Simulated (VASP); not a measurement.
Ga2PtCl4:

```
Ga Pt Cl
1.0
     3.96658    0.00000    0.00000
     0.00000    5.41873    3.89543
     0.00000   -5.41873    3.89543
Ga Pt Cl
2 1 4
Direct
  0.50000 0.49579 0.83818
  0.50000 0.83818 0.49579
  0.00000 0.22203 0.22203
  0.00000 0.49360 0.01839
  0.50000 0.48448 0.48448
  0.50000 0.01753 0.01753
  0.00000 0.01839 0.49360
```

The cell was built from a structure type or drawn by symmetry, and may not be a known phase.

* Program: VASP 6.6.1
* Task: relaxation of cell and atoms
* Functional: PBE
* Potentials or basis: VASP PAW PBE potentials, release 64 (Ga_d, Pt, Cl)
* Cutoff: 600 eV
* k mesh: 3 × 2 × 2
* Occupations: gaussian, width 0.15 eV
* Spin: no spin polarisation

At the start: pressure 7.6 GPa; volume 23.92 Å³/atom.

Question: Where does the relaxation end?

Answer: Over 36 steps the energy falls by 387.9 meV/atom and the volume is 28.14 Å³/atom (+17.6 %); space group Amm2 (No. 38, to 0.1 Å) before and after.

The path:
```csv
step,energy change (eV),largest force (eV/Å),pressure (GPa),volume (Å³)
1,0.0000,1.4637,7.61,167.45
2,-1.1155,1.2192,0.59,196.31
3,-1.1930,1.0650,-1.30,209.61
4,-1.1940,1.0619,-1.10,207.91
5,-1.4650,1.1556,-1.05,206.42
6,-2.0784,0.9833,-0.25,201.75
7,0.5500,5.5413,8.86,191.62
8,-2.1113,0.9102,-0.08,201.04
9,-2.0137,1.2326,1.65,197.64
10,-2.1445,0.7075,0.31,200.06
11,-2.1460,0.6389,0.42,199.77
12,-2.2365,0.4451,0.99,203.14
13,-2.2370,0.3884,0.94,202.92
14,-2.3383,0.2673,-0.30,211.18
15,-2.3656,0.2237,-1.41,220.19
16,-2.4499,0.1403,-1.27,218.43
17,-2.5357,0.2001,-1.06,215.13
18,-2.3700,0.7362,-0.27,206.79
19,-2.5425,0.2837,-0.97,214.09
20,-2.6092,0.2709,-0.13,205.52
21,-2.6252,0.2572,0.68,199.19
22,-2.6504,0.2174,0.11,198.90
23,-2.6506,0.2147,0.16,198.93
24,-2.6614,0.1529,-0.15,200.17
25,-2.6682,0.1616,-0.68,202.64
26,-2.6732,0.1559,-0.61,202.12
27,-2.6839,0.1217,-0.35,200.56
28,-2.6825,0.2567,0.32,197.44
29,-2.6875,0.1136,-0.08,199.25
30,-2.6876,0.1277,-0.02,199.04
31,-2.6911,0.1200,0.00,198.66
32,-2.6992,0.1412,-0.01,197.49
33,-2.7036,0.1707,0.09,195.16
34,-2.7041,0.1652,0.08,195.73
35,-2.7081,0.1418,0.03,196.04
36,-2.7151,0.0621,-0.04,196.97
```

Final structure:
```yaml
crystal:
  lattice:
    - [4.08957, 0.00000, 0.00000]
    - [0.00000, 6.49697, 3.70656]
    - [0.00000, -6.49697, 3.70656]
  atoms:
    - { symbol: Ga, position: [0.50000, 0.56321, 0.88561] }
    - { symbol: Ga, position: [0.50000, 0.88561, 0.56321] }
    - { symbol: Pt, position: [0.00000, 0.23734, 0.23734] }
    - { symbol: Cl, position: [0.00000, 0.41603, 0.04533] }
    - { symbol: Cl, position: [0.50000, 0.42662, 0.42662] }
    - { symbol: Cl, position: [0.50000, 0.99587, 0.99587] }
    - { symbol: Cl, position: [0.00000, 0.04533, 0.41603] }
```

Caveat: the k points lie up to 0.51 Å⁻¹ apart in the final cell; the volume moved by over 15 % at a fixed basis, so the end points are rough; the relaxation stopped at a loose force limit of 0.08 eV/Å, so its end isn't a converged minimum.
